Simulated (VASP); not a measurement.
# YTl (P4/mmm) in VASP: further runs, part 3 of 3

VASP 6.6.1. Earlier steps stand in the parts before.

## Step 5: Electric field gradients, LDA (zz strain of +2 %)

Input file INCAR:

```
SYSTEM = YTl
PREC = Accurate
ENCUT = 520
EDIFF = 1E-8
ISMEAR = -1
SIGMA = 0.08
LREAL = .FALSE.
LASPH = .TRUE.
NELM = 60
ALGO = Normal
ISIF = 2
LWAVE = .FALSE.
LCHARG = .FALSE.
GGA = CA
LEFG = .TRUE.
NBANDS = 19
```

Input file KPOINTS:

```
Automatic mesh
0
G
  11 11 11
  0 0 0
```

Input file POSCAR:

```
YTl
1.0
    3.7510000000      0.0000000000      0.0000000000
    0.0000000000      3.7510000000      0.0000000000
    0.0000000000      0.0000000000      3.8260200000
Y Tl
1 1
Direct
    0.5000000000      0.5000000000      0.5000000000
    0.0000000000      0.0000000000      0.0000000000
```

Potentials or basis: VASP PAW LDA potentials, release 64 (Y_sv, Tl_d).

Command:

```sh
cat potpaw_LDA.64/Y_sv/POTCAR potpaw_LDA.64/Tl_d/POTCAR > POTCAR
mpirun -np 1 vasp_std > vasp.out
```

OUTCAR:

```text
SYSTEM = YTl
   PREC = Accurate
   ENCUT = 520
   EDIFF = 1E-8
   ISMEAR = -1
   LREAL = .FALSE.
   LASPH = .TRUE.
   NELM = 60
   ISIF = 2
   GGA = CA

 ion  position               nearest neighbor table
   1  0.500  0.500  0.500-   2 3.27   2 3.27   2 3.27   2 3.27   2 3.27   2 3.27   2 3.27   2 3.27

   2  0.000  0.000  0.000-   1 3.27   1 3.27   1 3.27   1 3.27   1 3.27   1 3.27   1 3.27   1 3.27

  LATTYP: Found a simple tetragonal cell.
 ALAT       =     3.7510000000
 C/A-ratio  =     1.0200000000

  Lattice vectors:

 A1 = (   3.7510000000,   0.0000000000,   0.0000000000)
 A2 = (   0.0000000000,   3.7510000000,   0.0000000000)
 A3 = (   0.0000000000,   0.0000000000,   3.8260200000)

Analysis of symmetry for initial positions (statically):
=====================================================================
 Subroutine PRICEL returns:
 Original cell was already a primitive cell.

 Routine SETGRP: Setting up the symmetry group for a
 simple tetragonal supercell.

 Subroutine GETGRP returns: Found 16 space group operations
 (whereof 16 operations were pure point group operations)
 out of a pool of 16 trial point group operations.

The static configuration has the point symmetry D_4h.

Analysis of symmetry for dynamics (positions and initial velocities):
=====================================================================
 Subroutine PRICEL returns:
 Original cell was already a primitive cell.

 Routine SETGRP: Setting up the symmetry group for a
 simple tetragonal supercell.

 Subroutine GETGRP returns: Found 16 space group operations
 (whereof 16 operations were pure point group operations)
 out of a pool of 16 trial point group operations.

The dynamic configuration has the point symmetry D_4h.

 Subroutine INISYM returns: Found 16 space group operations
 (whereof 16 operations are pure point group operations),
 and found     1 'primitive' translations

----------------------------------------------------------------------------------------

                                     Primitive cell

  volume of cell :      53.8321

  direct lattice vectors                    reciprocal lattice vectors
     3.751000000  0.000000000  0.000000000     0.266595575  0.000000000  0.000000000
     0.000000000  3.751000000  0.000000000     0.000000000  0.266595575  0.000000000
     0.000000000  0.000000000  3.826020000     0.000000000  0.000000000  0.261368210

  length of vectors
     3.751000000  3.751000000  3.826020000     0.266595575  0.266595575  0.261368210

  position of ions in fractional coordinates (direct lattice)
     0.500000000  0.500000000  0.500000000
     0.000000000  0.000000000  0.000000000

  ion indices of the primitive-cell ions
   primitive index   ion index
                 1           1
                 2           2

----------------------------------------------------------------------------------------

 KPOINTS: Automatic mesh

Automatic generation of k-mesh.
 Grid dimensions read from file:
 generate k-points for:   11   11   11
[... 70 lines left out ...]
   ISIF   =      2    stress and relaxation
   ISYM   =      2    0-nonsym 1-usesym 2-fastsym
   POTIM  = 0.5000    time-step for ionic-motion
   TEBEG  =    0.0;   TEEND  =   0.0 temperature during run
   PSTRESS=    0.0 pullay stress
   NELECT =      24.0000    total number of electrons
   NUPDOWN=      -1.0000    fix difference up-down
   EMIN   =  10.00;   EMAX   =-10.00  energy-range for DOS
   EFERMI =   0.00;   METHOD = LEGACY
   ISMEAR =    -1;   SIGMA  =   0.08  broadening in eV -4-tet -1-fermi 0-gaus
   EFERMI_NEDOS =   21; number of points for ismear=-14 and -15
   IALGO  =     38    algorithm
   IMIX   =      4    mixing-type and parameters
     AMIX     =   0.40;   BMIX     =  1.00
     AMIX_MAG =   1.60;   BMIX_MAG =  1.00
  volume/ion in A,a.u.               =      26.92       181.64
  Fermi-wavevector in a.u.,A,eV,Ry     =   1.250638  2.363362 21.280794  1.564094
  Thomas-Fermi vector in A             =   2.384622
   LORBIT       =      0    0 simple, 1 ext, 2 COOP (PROOUT), +10 PAW based schemes
   GGA     = CA    functional components
   LHFCALC =     F    Hartree Fock is set to
   AEXX    =    0.0000 exact exchange contribution
   IVDW    =     0    specifies the selected vdW correction
   LEPSILON=     F    determine dielectric tensor
   LRPA    =     F    only Hartree local field effects (RPA)
 non-spin polarized calculation
  energy-cutoff  :      520.00
  volume of cell :       53.83
 maximum number of plane-waves:      1464
 NGX is ok and might be reduce to    28
   NGX = 13   NGY = 13   NGZ = 15

 number of electron      24.0000003 magnetization

 Free energy of the ion-electron system (eV)
  ---------------------------------------------------
  ext. energy  EPLUGINS =         0.00000000
  ---------------------------------------------------
  free energy    TOTEN  =       -10.86895932 eV

  energy without entropy =      -10.83903517  energy(sigma->0) =      -10.85399725

 E-fermi :   5.7532     XC(G=0): -10.6461

 val. band max:        5.7427920840   @ k =   0.3636   0.0000   0.0000
 cond. band min:       5.7681190452   @ k =   0.3636   0.0909   0.0000
 fundamental gap:      0.0253269611
 Fermi energy:         5.7531554959

 k-point     1 :       0.0000    0.0000    0.0000
  band No.  band energies     occupation
      1     -37.1257      2.00000
      2     -17.1799      2.00000
      3     -17.1547      2.00000
      4     -17.1547      2.00000
      5      -5.9381      2.00000
      6      -5.9210      2.00000
[... 505 lines left out ...]
      6      -5.8399      2.00000
[... 11 lines left out ...]
     18      11.1665      0.00000
     19      13.5514      0.00000

 [... further k-points ...]

------------------------ aborting loop because EDIFF is reached ----------------------------------------

  FORCE on cell =-STRESS in cart. coord.  units (eV):
  Direction    XX          YY          ZZ          XY          YZ          ZX
  --------------------------------------------------------------------------------------
  -------------------------------------------------------------------------------------
  Total       -1.3131790     -1.3131790     -1.3835093      0.0000000      0.0000000      0.0000000
  in kB      -39.0834743    -39.0834743    -41.1766781      0.0000000      0.0000000      0.0000000
  external PRESSURE =     -39.7812089 kB  Pullay stress =       0.0000000 kB

 VOLUME and BASIS-vectors are now :
 -----------------------------------------------------------------------------
  energy-cutoff  :      520.00
  volume of cell :       53.83
      direct lattice vectors                 reciprocal lattice vectors
     3.751000000  0.000000000  0.000000000     0.266595575  0.000000000  0.000000000
     0.000000000  3.751000000  0.000000000     0.000000000  0.266595575  0.000000000
     0.000000000  0.000000000  3.826020000     0.000000000  0.000000000  0.261368210

 POSITION                                       TOTAL-FORCE (eV/Angst)
 -----------------------------------------------------------------------------------
      1.87550      1.87550      1.91301         0.000000      0.000000      0.000000
      0.00000      0.00000      0.00000         0.000000      0.000000      0.000000
 -----------------------------------------------------------------------------------
    total drift:                                0.000000      0.000000      0.000000

  FREE ENERGIE OF THE ION-ELECTRON SYSTEM (eV)
  ---------------------------------------------------
  free  energy   TOTEN  =       -10.8689593218 eV

  energy  without entropy=      -10.8390351711  energy(sigma->0) =      -10.85399725

 Electric field gradients (V/A^2)
---------------------------------------------------------------------
 ion       V_xx      V_yy      V_zz      V_xy      V_xz      V_yz
---------------------------------------------------------------------
   1      -0.781    -0.781     1.562     0.000    -0.000    -0.000
   2       9.553     9.553   -19.106    -0.000     0.000     0.000
---------------------------------------------------------------------

 Electric field gradients after diagonalization (V/A^2)
 (convention: |V_zz| > |V_xx| > |V_yy|)
----------------------------------------------------------------------
 ion       V_xx      V_yy      V_zz     asymmetry (V_yy - V_xx)/ V_zz
----------------------------------------------------------------------
   1      -0.781    -0.781     1.562       0.000
   2       9.553     9.553   -19.106       0.000
----------------------------------------------------------------------

           NMR quadrupolar parameters

 Cq : quadrupolar parameter    Cq=e*Q*V_zz/h
 eta: asymmetry parameters     (V_yy - V_xx)/ V_zz
 Q  : nuclear electric quadrupole moment in mb (millibarn)
----------------------------------------------------------------------
 ion       Cq(MHz)       eta       Q (mb)
----------------------------------------------------------------------
   1       0.004       0.000       1.000
   2      -0.046       0.000       1.000
----------------------------------------------------------------------
```

stdout:

```text
POSCAR found type information on POSCAR Y Tl
 POSCAR found :  2 types and       2 ions
 scaLAPACK will be used
 LDA part: xc-table for (Slater(with rela. corr.)+CA(PZ))
 , standard interpolation
 POSCAR, INCAR and KPOINTS ok, starting setup
 FFT: planning ... GRIDC
 FFT: planning ... GRID_SOFT
 FFT: planning ... GRID
 WAVECAR not read
 entering main loop
ion   1

ion   2
```

Run time: 95 s. Hardware: 1 thread of Oxide Virtual Turin-like, shared host; peak memory 0.23 GiB.

What came out:

```yaml
Free_energy: -10.8690 eV
Pressure: -4.0 GPa
Band_gap_on_the_k_mesh: zero (bands 12 and 13 overlap by 2.16 eV)
Largest_electric_field_gradient_by_atom: Y +1.6; Tl -19.1 V/Å²
```

Electric field gradients, principal values (V/Å²):
| atom | least | middle | greatest (by size) |
| --- | --- | --- | --- |
| 1 Y | -0.781 | -0.781 | 1.562 |
| 2 Tl | 9.553 | 9.553 | -19.106 |

Caveat: the cell differs from its parent crystal (zz strain of +2 %); the cell stands under tension; without QUAD_EFG the Cq values of the log hold for a quadrupole moment of 1 mb, not for the nuclei; spin-orbit coupling is left out, which moves the levels of the heavy elements.

## Step 6: Overview

```tsv
cell	gap on the mesh (eV)	pressure (GPa)
a = 3.751, b = 3.751, c = 3.676 Å, 2 atoms	none	-1.7
a = 3.751, b = 3.751, c = 3.789 Å, 2 atoms	none	-3.5
a = 3.751, b = 3.751, c = 3.826 Å, 2 atoms	none	-4.0
```

Alike in all rows: task electric field gradients; level LDA; potentials or basis VASP PAW LDA potentials, release 64 (Y_sv, Tl_d); no spin polarisation; k mesh 11 × 11 × 11; cutoff (eV) 520; smearing fermi-dirac 0.08 eV.

Caveats: spin-orbit coupling is left out, which moves the levels of the heavy elements; the cell stands under tension (at least some runs).

Total energies depend on the potentials used, so only differences within one code and one set of settings carry meaning.

The gap in the log of VASP goes by the Fermi energy; the results here count the filled bands.